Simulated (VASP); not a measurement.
WSe2:

```
W Se
1.0
     3.22985    0.00000    0.00000
    -1.61493    2.79714    0.00000
     0.00000    0.00000   12.60093
W Se
2 4
Direct
  0.66667 0.33333 0.25000
  0.33333 0.66667 0.75000
  0.33333 0.66667 0.38168
  0.66667 0.33333 0.88168
  0.33333 0.66667 0.11832
  0.66667 0.33333 0.61832
```

This cell differs from its parent crystal: equal strain along all axes, cell held: -1.5 %.

| Item | Value |
| --- | --- |
| Program | VASP 6.6.1 |
| Task | relaxation of the atoms |
| Functional | PBE |
| Dispersion | D3(BJ) |
| Potentials or basis | VASP PAW PBE potentials, release 64 (W_sv, Se) |
| Cutoff | 520 eV |
| k mesh | 12 × 12 × 2 |
| Occupations | gaussian, width 0.02 eV |
| Spin | no spin polarisation |

At the start: pressure 7.6 GPa; volume 18.97 Å³/atom.

**Question.** How do energy, volume and symmetry change on relaxing?

**Answer.** Over 3 steps the energy falls by 11.5 meV/atom; space group P6_3/mmc (No. 194, to 0.1 Å) before and after.

The path:
| step | energy change (eV) | largest force (eV/Å) | pressure (GPa) |
| --- | --- | --- | --- |
| 1 | 0.0000 | 0.8365 | 7.57 |
| 2 | -0.0687 | 0.0282 | 3.61 |
| 3 | -0.0687 | 0.0000 | 3.48 |

Final structure:
```xyz
6
Lattice="3.2299 0.0000 0.0000 -1.6149 2.7971 0.0000 0.0000 0.0000 12.6009" Properties=species:S:1:pos:R:3 pbc="T T T"
W     1.6149    0.9324    3.1502
W     0.0000    1.8648    9.4507
Se    0.0000    1.8648    4.8513
Se    1.6149    0.9324   11.1518
Se    0.0000    1.8648    1.4492
Se    1.6149    0.9324    7.7496
```

Caveat: the cell differs from its parent crystal (equal strain along all axes, cell held: -1.5 %).
